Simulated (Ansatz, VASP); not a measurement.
## One calculation of Sc3Te2, two programs

Contents of INCAR:

```
SYSTEM = Sc3Te2
PREC = Accurate
ENCUT = 600
EDIFF = 1E-6
ISMEAR = 0
SIGMA = 0.1
LREAL = .FALSE.
LASPH = .TRUE.
NELM = 100
ALGO = Fast
ISIF = 3
LWAVE = .FALSE.
LCHARG = .FALSE.
GGA = PE
IBRION = 2
NSW = 100
EDIFFG = -0.01
```

File KPOINTS:

```
regular mesh
0
G
  8 8 8
  0 0 0
```

The input POSCAR:

```
Sc3Te2
1.0
    5.3260905735      0.0000000000      0.0000000000
    0.0000000000      5.3260905735      0.0000000000
    0.0000000000      0.0000000000      5.3260905735
Sc Te
3 2
Direct
    0.5000000000      0.0000000000      0.0000000000
    0.0000000000      0.5000000000      0.0000000000
    0.0000000000      0.0000000000      0.5000000000
    0.5000000000      0.5000000000      0.5000000000
    0.0000000000      0.0000000000      0.0000000000
```

Input for Ansatz:

```yaml
crystal:
  lattice:
    - [5.3260905735, 0.0, 0.0]
    - [0.0, 5.3260905735, 0.0]
    - [0.0, 0.0, 5.3260905735]
  atoms:
    - { symbol: Sc, position: [0.5, 0.0, 0.0] }
    - { symbol: Sc, position: [0.0, 0.5, 0.0] }
    - { symbol: Sc, position: [0.0, 0.0, 0.5] }
    - { symbol: Te, position: [0.5, 0.5, 0.5] }
    - { symbol: Te, position: [0.0, 0.0, 0.0] }
basis:
  ecutwfc: 420
kpoints:
  mp_grid: { grid: [8, 8, 8] }
hamiltonian:
  xc: pbe
scf:
  occupations: { method: gaussian, width: 0.1 }
output:
  forces: true
  stress: true
  eigenvalues: true
  write_density: true
  write_potential: true
  elf: true
  volumetric_format: npy
relax:
  adjacent_minimum: "off"
  f_tol: 0.01
  max_steps: 80
  cell: { stress_tol: 0.05 }
```

Change from the starting cell: species swapped into the Tl2F3 type (Pm-3m, No. 221).

Alike in both runs: task relaxation of cell and atoms; functional PBE; k mesh 8 × 8 × 8; occupations gaussian, width 0.1 eV; no spin polarisation.

|  | VASP | Ansatz |
| --- | --- | --- |
| version | VASP 6.6.1 | Ansatz 0.2.0 |
| potentials or method | VASP PAW PBE potentials, release 64 (Sc_sv, Te), cutoff 600 eV | scalar-relativistic, plane waves, PAW |
| valence electrons in the cell | 45 | 65 |

Ansatz gave:

- gap on the k mesh at the Fermi level, each at its own relaxed structure (eV): none
- relaxed volume (Å³/atom): 30.22
- relaxed cell length with the largest relative difference (Å): 5.326

Which values does VASP return?

gap on the k mesh at the Fermi level, each at its own relaxed structure (eV): none; relaxed volume (Å³/atom): 30.31; relaxed cell length with the largest relative difference (Å): 5.332.

A gap of «none» marks a metal or a gap that the smearing closes. VASP's potentials hold 45 valence electrons a cell and Ansatz's 65, so a difference there can come from the potentials and not from the codes.

Neither program's run includes spin-orbit coupling.
